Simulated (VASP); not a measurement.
# PtS2 (P-3m1) in VASP: a series of runs

PtS2 is run at these levels: PBE; tasks: single point, relaxation of cell and atoms.

All numbers are computed with VASP 6.6.1; they aren't measurements. Logs are shortened: lines on timing, memory, paths and dates and some standing lists are left out, and cuts for length are marked.

## Step 1: The cell of the first run

Symmetry: P-3m1, No. 164, trigonal system. Conventional cell: a = 3.577 Å, b = 3.577 Å, c = 6.497 Å, α = 90.00°, β = 90.00°, γ = 120.00°. Within 3.2 Å of Pt (site symmetry -3m) lie 6 S at 2.40 Å. S (site symmetry 3m) has 3 Pt at 2.40 Å and 3 S at 3.21 Å within 3.3 Å.

## Step 2: Single point, PBE

Input file INCAR:

```
PREC = Accurate ; ENCUT = 520
EDIFF = 1E-6 ; ISMEAR = 0
SIGMA = 0.02 ; LREAL = F
LASPH = T ; NELM = 60
ALGO = Normal ; ISIF = 2
LWAVE = F ; LCHARG = F
GGA = PE ; NBANDS = 18
```

Input file KPOINTS:

```
Automatic mesh
0
Gamma
  9 9 4
```

Input file POSCAR:

```
PtS2
1.0
    3.5765911006      0.0000000000      0.0000000000
   -1.7882955503      3.0974187520      0.0000000000
    0.0000000000      0.0000000000      6.4966356506
Pt S
1 2
Direct
    0.0000000000      0.0000000000      0.0000000000
    0.3333333333      0.6666666667      0.1889525212
    0.6666666667      0.3333333333      0.8110474788
```

Potentials or basis: VASP PAW PBE potentials, release 64 (Pt, S).

The run is started by

```sh
cat potpaw_PBE.64/Pt/POTCAR potpaw_PBE.64/S/POTCAR > POTCAR
mpirun -np 1 vasp_std > vasp.out
```

OUTCAR:

```text
PREC = Accurate
   ENCUT = 520
   EDIFF = 1E-6
   ISMEAR = 0
   LREAL = F
   LASPH = T
   NELM = 60
   ISIF = 2
   GGA = PE

 ion  position               nearest neighbor table
   1  0.000  0.000  0.000-   2 2.40   3 2.40   2 2.40   3 2.40   3 2.40   2 2.40
   2  0.333  0.667  0.189-   1 2.40   1 2.40   1 2.40
   3  0.667  0.333  0.811-   1 2.40   1 2.40   1 2.40

  LATTYP: Found a hexagonal cell.
 ALAT       =     3.5765911006
 C/A-ratio  =     1.8164323144

  Lattice vectors:

 A1 = (   3.5765911006,   0.0000000000,   0.0000000000)
 A2 = (  -1.7882955503,   3.0974187520,   0.0000000000)
 A3 = (   0.0000000000,   0.0000000000,   6.4966356506)

Analysis of symmetry for initial positions (statically):
=====================================================================
 Subroutine PRICEL returns:
 Original cell was already a primitive cell.

 Routine SETGRP: Setting up the symmetry group for a
 hexagonal supercell.

 Subroutine GETGRP returns: Found 12 space group operations
 (whereof 12 operations were pure point group operations)
 out of a pool of 24 trial point group operations.

The static configuration has the point symmetry D_3d.

Analysis of symmetry for dynamics (positions and initial velocities):
=====================================================================
 Subroutine PRICEL returns:
 Original cell was already a primitive cell.

 Routine SETGRP: Setting up the symmetry group for a
 hexagonal supercell.

 Subroutine GETGRP returns: Found 12 space group operations
 (whereof 12 operations were pure point group operations)
 out of a pool of 24 trial point group operations.

The dynamic configuration has the point symmetry D_3d.

 Subroutine INISYM returns: Found 12 space group operations
 (whereof 12 operations are pure point group operations),
 and found     1 'primitive' translations

----------------------------------------------------------------------------------------

                                     Primitive cell

  volume of cell :      71.9710

  direct lattice vectors                    reciprocal lattice vectors
     3.576591101  0.000000000  0.000000000     0.279595842  0.161424735  0.000000000
    -1.788295550  3.097418752  0.000000000     0.000000000  0.322849469  0.000000000
     0.000000000  0.000000000  6.496635651     0.000000000  0.000000000  0.153925825

  length of vectors
     3.576591101  3.576591101  6.496635651     0.322849469  0.322849469  0.153925825

  position of ions in fractional coordinates (direct lattice)
     0.000000000  0.000000000  0.000000000
     0.333333333  0.666666667  0.188952521
     0.666666667  0.333333333  0.811047479

  ion indices of the primitive-cell ions
   primitive index   ion index
                 1           1
                 2           2
                 3           3

----------------------------------------------------------------------------------------

 KPOINTS: Automatic mesh

Automatic generation of k-mesh.
 Grid dimensions read from file:
 generate k-points for:    9    9    4

 Generating k-lattice:

  Cartesian coordinates                     Fractional coordinates (reciprocal lattice)
     0.031066205  0.017936082  0.000000000     0.111111111 -0.000000000  0.000000000
     0.000000000  0.035872163  0.000000000     0.000000000  0.111111111  0.000000000
     0.000000000  0.000000000  0.038481456     0.000000000  0.000000000  0.250000000

  Length of vectors
     0.035872163  0.035872163  0.038481456

  Shift w.r.t. Gamma in fractional coordinates (k-lattice)
     0.000000000  0.000000000  0.000000000

 Subroutine IBZKPT returns following result:
 ===========================================

 Found     43 irreducible k-points:

 Following reciprocal coordinates:
            Coordinates               Weight
  0.000000  0.000000  0.000000      1.000000
  0.111111 -0.000000  0.000000      6.000000
  0.222222 -0.000000  0.000000      6.000000
  0.333333 -0.000000  0.000000      6.000000
  0.444444 -0.000000  0.000000      6.000000
  0.111111  0.111111  0.000000      6.000000
[... 16 lines left out ...]
  0.222222  0.111111  0.250000     12.000000
 -0.111111  0.333333  0.250000     12.000000
 [... further k-points ...]
   k-points           NKPTS =     43   k-points in BZ     NKDIM =     43   number of bands    NBANDS=     18
   number of dos      NEDOS =    301   number of ions     NIONS =      3
   total plane-waves  NPLWV =  37632
   dimension x,y,z NGX =    28 NGY =   28 NGZ =   48
   dimension x,y,z NGXF=    56 NGYF=   56 NGZF=   96
   ions per type =               1   2
   NGX,Y,Z   is equivalent  to a cutoff of  13.01, 13.01, 12.28 a.u.
   NGXF,Y,Z  is equivalent  to a cutoff of  26.03, 26.03, 24.57 a.u.
 SYSTEM =  unknown system
   PREC   = accura    normal or accurate (medium, high low for compatibility)
   ISTART =      0    job   : 0-new  1-cont  2-samecut
   ICHARG =      2    charge: 1-file 2-atom 10-const
   ISPIN  =      1    spin polarized calculation?
   LNONCOLLINEAR =      F non collinear calculations
   LSORBIT =      F    spin-orbit coupling
   LASPH  =      T    aspherical Exc in radial PAW
   ENCUT  =  520.0 eV  38.22 Ry    6.18 a.u.   6.65  6.65 12.08*2*pi/ulx,y,z
   NELM   =     60;   NELMIN=  2; NELMDL= -5     # of ELM steps
   EDIFF  = 0.1E-05   stopping-criterion for ELM
   LREAL  =      F    real-space projection
   EDIFFG = 0.1E-04   stopping-criterion for IOM
   NSW    =      0    number of steps for IOM
   IBRION =     -1    ionic relax: 0-MD 1-quasi-New 2-CG
   NFREE  =      0    steps in history (QN), initial steepest desc. (CG)
   ISIF   =      2    stress and relaxation
   ISYM   =      2    0-nonsym 1-usesym 2-fastsym
   POTIM  = 0.5000    time-step for ionic-motion
   TEBEG  =    0.0;   TEEND  =   0.0 temperature during run
   PSTRESS=    0.0 pullay stress
   NELECT =      22.0000    total number of electrons
   NUPDOWN=      -1.0000    fix difference up-down
   EMIN   =  10.00;   EMAX   =-10.00  energy-range for DOS
   EFERMI =   0.00;   METHOD = LEGACY
   ISMEAR =     0;   SIGMA  =   0.02  broadening in eV -4-tet -1-fermi 0-gaus
   EFERMI_NEDOS =   21; number of points for ismear=-14 and -15
   IALGO  =     38    algorithm
   IMIX   =      4    mixing-type and parameters
     AMIX     =   0.40;   BMIX     =  1.00
     AMIX_MAG =   1.60;   BMIX_MAG =  1.00
  volume/ion in A,a.u.               =      23.99       161.89
  Fermi-wavevector in a.u.,A,eV,Ry     =   1.102799  2.083989 16.546947  1.216166
  Thomas-Fermi vector in A             =   2.239248
   LORBIT       =      0    0 simple, 1 ext, 2 COOP (PROOUT), +10 PAW based schemes
   GGA     = PE    functional components
   LHFCALC =     F    Hartree Fock is set to
   AEXX    =    0.0000 exact exchange contribution
   IVDW    =     0    specifies the selected vdW correction
   LEPSILON=     F    determine dielectric tensor
   LRPA    =     F    only Hartree local field effects (RPA)
 non-spin polarized calculation
 Gauss-broadening in eV      SIGMA  =   0.02
  energy-cutoff  :      520.00
  volume of cell :       71.97
 maximum number of plane-waves:      1962
 NGX is ok and might be reduce to    28
   NGX = 13   NGY = 13   NGZ = 25

 number of electron      21.9999995 magnetization

 Free energy of the ion-electron system (eV)
  ---------------------------------------------------
  ext. energy  EPLUGINS =         0.00000000
  ---------------------------------------------------
  free energy    TOTEN  =       -15.46538515 eV

  energy without entropy =      -15.46538515  energy(sigma->0) =      -15.46538515

 E-fermi :   3.2042     XC(G=0):  -8.8811

 val. band max:        3.0478893065   @ k =   0.0000   0.2222   0.2500
 cond. band min:       4.6182240995   @ k =   0.0000   0.2222   0.2500
 fundamental gap:      1.5703347929
 Fermi energy:         3.2041976778

 k-point     1 :       0.0000    0.0000    0.0000
  band No.  band energies     occupation
      1     -11.0106      2.00000
      2      -8.7682      2.00000
      3      -2.5517      2.00000
      4      -2.5517      2.00000
      5      -2.2910      2.00000
      6       0.1246      2.00000
[... 10 lines left out ...]
     17      11.7973      0.00000
     18      12.3929      0.00000

 k-point     2 :       0.1111   -0.0000    0.0000
  band No.  band energies     occupation
      1     -10.8611      2.00000
      2      -8.8069      2.00000
      3      -2.5187      2.00000
      4      -2.4575      2.00000
      5      -2.1503      2.00000
      6      -0.1148      2.00000
[... 10 lines left out ...]
     17      12.2877      0.00000
     18      12.7379      0.00000

 k-point     3 :       0.2222   -0.0000    0.0000
  band No.  band energies     occupation
      1     -10.4469      2.00000
      2      -8.9052      2.00000
      3      -2.4071      2.00000
      4      -2.2297      2.00000
      5      -1.7820      2.00000
      6      -0.8596      2.00000
[... 10 lines left out ...]
     17      12.7816      0.00000
     18      13.2530      0.00000

 k-point     4 :       0.3333   -0.0000    0.0000
  band No.  band energies     occupation
      1      -9.8910      2.00000
      2      -9.0141      2.00000
      3      -2.5767      2.00000
      4      -2.0306      2.00000
      5      -1.6453      2.00000
      6      -0.9915      2.00000
[... 375 lines left out ...]
      4      -2.3062      2.00000
      5      -1.8123      2.00000
      6      -0.4079      2.00000
[... 10 lines left out ...]
     17      12.3147      0.00000
     18      13.2888      0.00000

 k-point    23 :       0.2222    0.1111    0.2500
  band No.  band energies     occupation
      1     -10.0750      2.00000
      2      -8.9961      2.00000
      3      -2.3149      2.00000
      4      -2.1574      2.00000
      5      -1.6230      2.00000
      6      -0.9513      2.00000
[... 10 lines left out ...]
     17      12.5825      0.00000
     18      13.3122      0.00000

 k-point    24 :      -0.1111    0.3333    0.2500
  band No.  band energies     occupation
      1     -10.0775      2.00000
      2      -8.9915      2.00000
      3      -2.3446      2.00000
      4      -2.1631      2.00000
      5      -1.5880      2.00000
      6      -0.9845      2.00000
[... 10 lines left out ...]
     17      12.4629      0.00000
     18      13.3543      0.00000

 [... further k-points ...]

------------------------ aborting loop because EDIFF is reached ----------------------------------------

  FORCE on cell =-STRESS in cart. coord.  units (eV):
  Direction    XX          YY          ZZ          XY          YZ          ZX
  --------------------------------------------------------------------------------------
  -------------------------------------------------------------------------------------
  Total       -0.1775111     -0.1775111     -0.1161095     -0.0000000     -0.0000000      0.0000000
  in kB       -3.9516485     -3.9516485     -2.5847634     -0.0000000     -0.0000000      0.0000000
  external PRESSURE =      -3.4960202 kB  Pullay stress =       0.0000000 kB

 VOLUME and BASIS-vectors are now :
 -----------------------------------------------------------------------------
  energy-cutoff  :      520.00
  volume of cell :       71.97
      direct lattice vectors                 reciprocal lattice vectors
     3.576591101  0.000000000  0.000000000     0.279595842  0.161424735  0.000000000
    -1.788295550  3.097418752  0.000000000     0.000000000  0.322849469  0.000000000
     0.000000000  0.000000000  6.496635651     0.000000000  0.000000000  0.153925825

 POSITION                                       TOTAL-FORCE (eV/Angst)
 -----------------------------------------------------------------------------------
      0.00000      0.00000      0.00000        -0.000000      0.000000      0.000000
     -0.00000      2.06495      1.22756         0.000000     -0.000000     -0.036219
      1.78830      1.03247      5.26908        -0.000000      0.000000      0.036219
 -----------------------------------------------------------------------------------
    total drift:                                0.000000     -0.000000      0.000000

  FREE ENERGIE OF THE ION-ELECTRON SYSTEM (eV)
  ---------------------------------------------------
  free  energy   TOTEN  =       -15.4653851543 eV

  energy  without entropy=      -15.4653851543  energy(sigma->0) =      -15.46538515
```

Run time: 60 s. Hardware: 1 thread of Intel Xeon 8259CL, shared host; peak memory 0.21 GiB.

What came out:

```
Free energy            : -15.4654 eV
Pressure               : -0.3 GPa
Largest force          : 0.036 eV/Å
Band gap on the k mesh : 1.57 eV
```

Forces on the atoms (eV/Å):
```
Pt   0.000  0.000  0.000
S    0.000  0.000 -0.036
S    0.000  0.000  0.036
```

Stress tensor (GPa, compression positive):
```
-0.40  0.00  0.00
 0.00 -0.40  0.00
 0.00  0.00 -0.26
```

Caveat: spin-orbit coupling is left out, which moves the levels of the heavy elements; an odd mesh through Γ misses points on the zone boundary, where band edges can lie; this functional lacks dispersion, which binds the layers, so the pressure and a relaxed spacing across them are unreliable.

## Step 3: Single point, PBE

Input file INCAR:

```
SYSTEM = PtS2
ALGO = Normal
EDIFF = 1E-6
ENCUT = 520
GGA = PE
ISIF = 2
ISMEAR = 0
LASPH = .TRUE.
LCHARG = .FALSE.
LREAL = .FALSE.
LWAVE = .FALSE.
NBANDS = 18
NELM = 60
PREC = Accurate
SIGMA = 0.05
```

Input file KPOINTS:

```
k-points
0
G
  9 9 4
  0 0 0
```

POSCAR is that of step 2.

Potentials or basis: VASP PAW PBE potentials, release 64 (Pt, S).

The run is started by

```sh
cat potpaw_PBE.64/Pt/POTCAR potpaw_PBE.64/S/POTCAR > POTCAR
mpirun -np 1 vasp_std > vasp.out
```

Wall time 66 s (1 thread of Intel Xeon 8259CL, shared host); peak memory 0.21 GiB.

Results (log left out):

```
Free energy            : -15.4654 eV
Pressure               : -0.3 GPa
Largest force          : 0.036 eV/Å
Band gap on the k mesh : 1.57 eV
```

Forces in eV/Å, atoms in the order of the input:
```
Pt   0.000  0.000  0.000
S    0.000  0.000 -0.036
S    0.000  0.000  0.036
```

Stress tensor (GPa, compression positive):
```
-0.40  0.00  0.00
 0.00 -0.40  0.00
 0.00  0.00 -0.26
```

Levels at points of the mesh, in eV from the valence-band top:
```tsv
k point	band 7	band 8	band 9	band 10	band 11	band 12	band 13	band 14	band 15	band 16
(0.00, 0.00, 0.00)	-2.92	-1.00	-0.38	-0.37	-0.37	3.08	3.08	5.33	5.98	8.75
(0.00, 0.00, 0.50)	-2.92	-1.08	-0.75	-0.38	-0.38	3.11	3.11	5.92	6.90	7.52
```

Caveat: spin-orbit coupling is left out, which moves the levels of the heavy elements; an odd mesh through Γ misses points on the zone boundary, where band edges can lie; this functional lacks dispersion, which binds the layers, so the pressure and a relaxed spacing across them are unreliable.

(Part 1 of 2 ends here.)
